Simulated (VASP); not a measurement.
Write the native input for VASP 6.6.1 that does the following.

```
Task                   : single point
Functional             : PBEsol
Potentials or basis    : VASP PAW PBE potentials, release 64 (Ru_pv)
Cutoff                 : 520 eV
k mesh                 : 11 × 11 × 6
Occupations            : fermi-dirac, width 0.05 eV
Spin                   : no spin polarisation
Dipole correction      : no
Further INCAR settings : ALGO = Fast; EDIFF = 1e-07; NBANDS = 21
```

The structure of Ru lies in POSCAR:

```
Ru
1.0
    2.7588683749      0.0000000000      0.0000000000
   -1.3794341875      2.3892500984      0.0000000000
    0.0000000000      0.0000000000      4.3658801443
Ru
2
Direct
    0.6666666667      0.3333333333      0.7500000000
    0.3333333333      0.6666666667      0.2500000000
```

This cell differs from its parent crystal: volume scaled by 1.06.

The input as run:

INCAR

```
SYSTEM = Ru
PREC     = Accurate       ! precision mode
ENCUT    = 520            ! plane-wave cutoff, eV
EDIFF    = 1E-7           ! SCF threshold, eV
ISMEAR   = -1             ! smearing method
SIGMA    = 0.05           ! smearing width, eV
LREAL    = .False.        ! projectors in reciprocal space
LASPH    = .True.         ! aspherical terms in the spheres
NELM     = 60             ! most SCF steps
ALGO     = Fast           ! electronic algorithm
ISIF     = 2              ! what is computed and relaxed
LWAVE    = .False.        ! write WAVECAR
LCHARG   = .False.        ! write CHGCAR
GGA      = PS             ! functional
NBANDS   = 21             ! bands
```

KPOINTS

```
Automatic mesh
0
Gamma
  11 11 6
  0 0 0
```

Potentials or basis: VASP PAW PBE potentials, release 64 (Ru_pv).

Command:

```bash
$ cat potpaw_PBE.64/Ru_pv/POTCAR > POTCAR
$ mpirun -np 1 vasp_std > vasp.out
```

It gave:

```json
{
 "Pressure": "-22.3 GPa",
 "Band gap on the k mesh": "zero (band 14 reaches 13.03 eV, above the bottom of band 15 at 10.22 eV)"
}
```

Caveat: the PAW data sets were made with another functional, which shifts forces and pressure a little.

Wall time 28 s on 1 thread of Intel(R) Xeon(R) Platinum 8259CL CPU @ 2.50GHz (Skylake/Cascade Lake) (shared host), peak memory 0.16 GiB.
